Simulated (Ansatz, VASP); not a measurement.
One calculation of Cd2Ga, two programs

```
CELL_PARAMETERS angstrom
-1.97434 1.97434 4.10366
1.97434 -1.97434 4.10366
1.97434 1.97434 -4.10366
ATOMIC_POSITIONS crystal
Cd 0.66829 0.66829 0.00000
Cd 0.33171 0.33171 0.00000
Ga 0.00000 0.00000 0.00000
```

Alike in both runs: functional r2SCAN; k mesh 6 × 6 × 6; occupations gaussian, width 0.1 eV; no spin polarisation.

Ansatz relaxed the structure, and its values are those at the end. VASP's run is a single point on that final structure, the one shown.

```csv
,VASP,Ansatz
version,VASP 6.6.1,Ansatz 0.2.0
potentials or method,"VASP PAW PBE potentials, release 64 (Cd, Ga_d), cutoff 520 eV","scalar-relativistic, plane waves, PAW"
valence electrons in the cell,37,53
```

|  | VASP | Ansatz | Ansatz less VASP |
| --- | --- | --- | --- |
| gap on the k mesh at the Fermi level (eV) | none | none | - |
| pressure (GPa) | 0.3 | 0.0 | -0.29 |
| rms of the force components (eV/Å) | 0.004 | 0.002 | -0.0026 |

VASP's potentials were made for PBE, not for r2SCAN. A gap of «none» marks a metal or a gap that the smearing closes. The functional is the same, so the differences come from potentials, cutoffs and numerics. VASP's potentials hold 37 valence electrons a cell and Ansatz's 53, so a difference there can come from the potentials and not from the codes.

The k mesh is coarse, so the values compare programs but aren't converged.
